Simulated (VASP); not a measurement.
Input of a VASP 6.6.1 run:

INCAR

```
ALGO = Normal
EDIFF = 1E-6
ENCUT = 520
GGA = CA
ISIF = 2
ISMEAR = 0
LASPH = T
LCHARG = T
LELF = T
LREAL = F
LVHAR = T
LWAVE = F
NBANDS = 64
NELM = 80
PREC = Accurate
SIGMA = 0.02
```

The input KPOINTS:

```
k-points
0
Gamma
  6 6 6
```

The input POSCAR:

```
SnO2
1.0
   -3.2488970000      3.4144700000      3.4140210000
    3.2488970000     -3.4144700000      3.4140210000
    3.2488970000      3.4144700000     -3.4140210000
Sn O
4 8
Direct
    0.9999984605      0.2499984605      0.7500000000
    0.0000015395      0.7500015395      0.2500000000
    0.5000000000      0.5000000000      0.5000000000
    0.5000000000      0.0000000000      0.0000000000
    0.1924190154      0.1924182882      0.4999992728
    0.6924106977      0.7499947821      0.9424159156
    0.1924190154      0.6924197426      1.0000007272
    0.3075788665      0.7499947821      0.5575840844
    0.6924211335      0.2500052179      0.4424159156
    0.3075893023      0.2500052179      0.0575840844
    0.8075809846      0.3075802574     -0.0000007272
    0.8075809846      0.8075817118      0.5000007272
```

Potentials or basis: VASP PAW LDA potentials, release 64 (Sn_d, O).

Run with:

```sh
$ cat potpaw_LDA.64/Sn_d/POTCAR potpaw_LDA.64/O/POTCAR > POTCAR
$ mpirun -np 1 vasp_std > vasp.out
```

Estimate the pressure.

-10.4 GPa.

Predict the band gap on the k mesh.

0.53 eV.

Estimate the largest force.

0.024 eV/Å.

Forces on the atoms (eV/Å):
```
Sn   0.000  0.000  0.000
Sn   0.000  0.000  0.000
Sn   0.000  0.000  0.000
Sn   0.000  0.000  0.000
O    0.000  0.000  0.023
O    0.000  0.024  0.000
O    0.000  0.000  0.023
O    0.000 -0.024  0.000
O    0.000  0.024  0.000
O    0.000 -0.024  0.000
O    0.000  0.000 -0.023
O    0.000  0.000 -0.023
```

Caveat: the cell stands under tension; semilocal functionals underestimate gaps, and a narrow one can read as zero; spin-orbit coupling is left out, which moves the levels of the heavy elements.
